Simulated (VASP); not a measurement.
Wanted: the native input for a VASP 6.6.1 run.

| Property | Result |
| --- | --- |
| Task | single point |
| Functional | PBE |
| Potentials or basis | VASP PAW PBE potentials, release 64 (Au) |
| Cutoff | 500 eV |
| k mesh | 2 × 2 × 2 |
| Occupations | fermi-dirac, width 0.5 eV |
| Spin | no spin polarisation |
| Dipole correction | no |
| Further INCAR settings | ALGO = Normal; EDIFF = 1e-06; NBANDS = 12 |

The structure of Au lies in POSCAR:

```
Au
1.0
    0.0000000000      2.0750000000      2.0750000000
    2.0750000000      0.0000000000      2.0750000000
    2.0750000000      2.0750000000      0.0000000000
Au
1
Direct
    0.0000000000      0.0000000000      0.0000000000
```

These files were run (other wordings do the same):

INCAR

```
SYSTEM = Au
PREC = Accurate
ENCUT = 500
EDIFF = 1E-6
ISMEAR = -1
SIGMA = 0.5
LREAL = .FALSE.
LASPH = .TRUE.
NELM = 120
ALGO = Normal
ISIF = 2
LWAVE = .FALSE.
LCHARG = .TRUE.
GGA = PE
LELF = .TRUE.
LVHAR = .TRUE.
NBANDS = 12
GGA_COMPAT = .FALSE.
```

KPOINTS

```
Automatic mesh
0
G
  2 2 2
  0 0 0
```

Potentials or basis: VASP PAW PBE potentials, release 64 (Au).

Command:

```bash
$ cat potpaw_PBE.64/Au/POTCAR > POTCAR
$ mpirun -np 1 vasp_std > vasp.out
```

Results of the run:

| Item | Value |
| --- | --- |
| Pressure | 37.3 GPa |

Caveat: the k points lie up to 1.31 Å⁻¹ apart.

Run time: 3.5 s on 1 thread of Intel(R) Xeon(R) Platinum 8488C (Sapphire Rapids) (shared host), peak memory 0.13 GiB.
